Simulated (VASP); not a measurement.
# Sr4AgRu: single point with PBE

Sr4AgRu:

```
CELL_PARAMETERS angstrom
0.00000 4.31304 4.31304
4.31304 0.00000 4.31304
4.31304 4.31304 0.00000
ATOMIC_POSITIONS crystal
Sr 0.12965 0.62345 0.62345
Sr 0.62345 0.12965 0.62345
Sr 0.62345 0.62345 0.62345
Sr 0.62345 0.62345 0.12965
Ag 0.00000 0.00000 0.00000
Ru 0.25000 0.25000 0.25000
```

The cell was built from a structure type or drawn by symmetry, and may not be a known phase.

```
Program                : VASP 6.6.1
Task                   : single point
Functional             : PBE
Potentials or basis    : VASP PAW PBE potentials, release 64 (Sr_sv, Ag, Ru_pv)
Cutoff                 : 520 eV
k mesh                 : 4 × 4 × 4
Occupations            : gaussian, width 0.1 eV
Spin                   : no spin polarisation
Dipole correction      : no
Further INCAR settings : ALGO = Normal; EDIFF = 1e-06; NBANDS = 42
```

```
Pressure               : 6.4 GPa
Largest force          : 0.242 eV/Å
Band gap on the k mesh : zero (an odd number of electrons rules out a gap without spin polarisation)
```

Forces on the atoms (eV/Å):
```
Sr   0.139 -0.139 -0.139
Sr  -0.139  0.139 -0.139
Sr   0.139  0.139  0.139
Sr  -0.139 -0.139  0.139
Ag   0.000  0.000  0.000
Ru   0.000  0.000  0.000
```

Levels at points of the mesh, in eV from the Fermi level:
```csv
k point,band 29,band 30,band 31,band 32,band 33,band 34,band 35,band 36
"(0.00, 0.00, 0.00)",-0.87,-0.72,-0.72,-0.72,-0.41,-0.41,0.89,0.89
"(0.50, 0.00, 0.00)",-0.77,-0.59,-0.59,-0.46,0.57,0.80,0.80,1.05
"(0.50, 0.50, 0.00)",-0.72,-0.72,-0.51,0.27,0.34,0.34,0.53,1.45
```

Wall time 94 s on 1 thread of Intel Xeon 8259CL (shared host), peak memory 0.34 GiB.

Caveat: the cell stands under pressure.
